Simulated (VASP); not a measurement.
## LiCaF3: single point with LDA

The system is LiCaF3.

```
CELL_PARAMETERS angstrom
3.76124 0.00000 0.00000
0.00000 3.76124 0.00000
0.00000 0.00000 3.76124
ATOMIC_POSITIONS crystal
Ca 0.00000 0.00000 0.00000
F 0.50000 0.00000 0.50000
F 0.50000 0.50000 0.00000
F 0.00000 0.50000 0.50000
Li 0.50000 0.50000 0.50000
```

| Item | Value |
| --- | --- |
| Program | VASP 6.6.1 |
| Task | single point |
| Functional | LDA |
| Potentials or basis | VASP PAW LDA potentials, release 64 (Ca_sv, F, Li_sv) |
| Cutoff | 520 eV |
| k mesh | 7 × 7 × 7 |
| Occupations | fermi-dirac, width 0.05 eV |
| Spin | no spin polarisation |

```json
{"Band gap on the k mesh": "6.39 eV, indirect (least direct gap 6.47 eV)"}
```

Levels at points of the mesh, in eV from the valence-band top:
| k point | band 14 | band 15 | band 16 | band 17 | band 18 | band 19 | band 20 | band 21 |
| --- | --- | --- | --- | --- | --- | --- | --- | --- |
| (0.00, 0.00, 0.00) | -0.79 | -0.08 | -0.08 | -0.08 | 6.39 | 6.39 | 6.59 | 8.07 |

Wall time 9.1 s on 1 thread of Intel(R) Xeon(R) 6975P-C (Granite Rapids) (shared host), peak memory 0.15 GiB.

 A k mesh can miss the band edges.
